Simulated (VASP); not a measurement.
Ta2SiOF2, 6 atoms in the cell. It takes space group Cmmm (No. 65, orthorhombic). Conventional cell: a = 5.297 Å, b = 9.014 Å, c = 3.767 Å, α = 90.00°, β = 90.00°, γ = 90.00°. Within 3.3 Å of Ta (site symmetry 2/m) lie 4 F at 2.31 Å and 2 Si at 2.61 Å and 2 Ta at 2.65 Å and 4 O at 3.22 Å. Within 3.4 Å of Si (site symmetry mmm) lie 4 Ta at 2.61 Å and 4 F at 2.78 Å and 4 O at 3.25 Å. Within 3.4 Å of O (site symmetry mmm) lie 6 F at 2.47 to 3.34 Å and 8 Ta at 3.22 Å and 4 Si at 3.25 Å. Within 3.1 Å of F (site symmetry m2m) lie 4 Ta at 2.31 Å and 1 O at 2.47 Å and 2 F at 2.68 Å and 2 Si at 2.78 Å. The cell was generated, and may not be a known phase.

- Program: VASP 6.6.1
- Task: single point
- Functional: PBE
- Potentials or basis: VASP PAW PBE potentials, release 64 (Ta_pv, Si, O, F)
- Cutoff: 520 eV
- k mesh: 4 × 4 × 4
- Occupations: gaussian, width 0.1 eV
- Spin: no spin polarisation
- Dipole correction: no
- Further INCAR settings: ALGO = Normal; EDIFF = 1e-06; NBANDS = 32

Potentials or basis: VASP PAW PBE potentials, release 64 (Ta_pv, Si, O, F).

Launch:

```console
$ cat potpaw_PBE.64/Ta_pv/POTCAR potpaw_PBE.64/Si/POTCAR potpaw_PBE.64/O/POTCAR potpaw_PBE.64/F/POTCAR > POTCAR
$ mpirun -np 1 vasp_std > vasp.out
```

Hardware: 1 thread of Oxide Virtual Turin-like Processor, with other jobs on the host.

Question: How long does it take, and how much memory?

Answer: Wall time 110 s on 1 thread of Oxide Virtual Turin-like Processor (shared host), peak memory 0.2 GiB. Counts: scf iterations 17, k points 21.
